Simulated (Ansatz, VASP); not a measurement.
Two plane-wave programs on NaI

INCAR

```
  ALGO = Normal
  EDIFF = 1E-6
  ENCUT = 520
  GGA = PE
  ISIF = 2
  ISMEAR = 0
  LASPH = True
  LCHARG = False
  LREAL = False
  LWAVE = False
  NBANDS = 14
  NELM = 100
  PREC = Accurate
  SIGMA = 0.05
```

The input KPOINTS:

```
k-points
0
Gamma
  6 6 6
```

Contents of POSCAR:

```
NaI
1.0
    0.0242730000      3.2364000000      3.2364000000
    3.2606730000      0.0000000000      3.2606730000
    3.2364000000      3.2364000000      0.0242730000
Na I
1 1
Direct
    0.0000000000      0.0000000000      0.0000000000
    0.5000000000      0.5000000000      0.5000000000
```

Input for Ansatz:

```yaml
crystal:
  lattice:
    - [0.024273, 3.2364, 3.2364]
    - [3.260673, 0.0, 3.260673]
    - [3.2364, 3.2364, 0.024273]
  atoms:
    - { symbol: Na, position: [0.0, 0.0, 0.0] }
    - { symbol: I, position: [0.5, 0.5, 0.5] }
basis:
  ecutwfc: 420
kpoints:
  mp_grid: { grid: [6, 6, 6] }
hamiltonian:
  xc: pbe
scf:
  occupations: { method: gaussian, width: 0.05 }
output:
  forces: true
  stress: true
  eigenvalues: true
  write_density: true
  write_potential: true
  elf: true
  volumetric_format: npy
```

Change from the starting cell: strain +0.0150 x Voigt [0, 0, 0, 0, 1, 0], atoms carried along.

Alike in both runs: task single point; functional PBE; k mesh 6 × 6 × 6; occupations gaussian, width 0.05 eV; no spin polarisation.

```csv
,VASP,Ansatz
version,VASP 6.6.1,Ansatz 0.2.0
potentials or method,"VASP PAW PBE potentials, release 64 (Na_pv, I), cutoff 520 eV","scalar-relativistic, plane waves, PAW"
valence electrons in the cell,14,26
```

|  | VASP | Ansatz | Ansatz less VASP |
| --- | --- | --- | --- |
| gap on the k mesh at the Fermi level (eV) | 3.61 | 3.61 | +0.004 |
| least direct gap on the mesh (eV) | 3.61 | 3.61 | +0.004 |
| pressure (GPa) | 0.4 | 0.4 | -0.02 |
| traceless stress, the component that is largest in VASP (GPa) | -0.11 | -0.11 | 0.000 |

VASP's potentials hold 14 valence electrons a cell and Ansatz's 26, so a difference there can come from the potentials and not from the codes.

Neither program's run includes spin-orbit coupling.
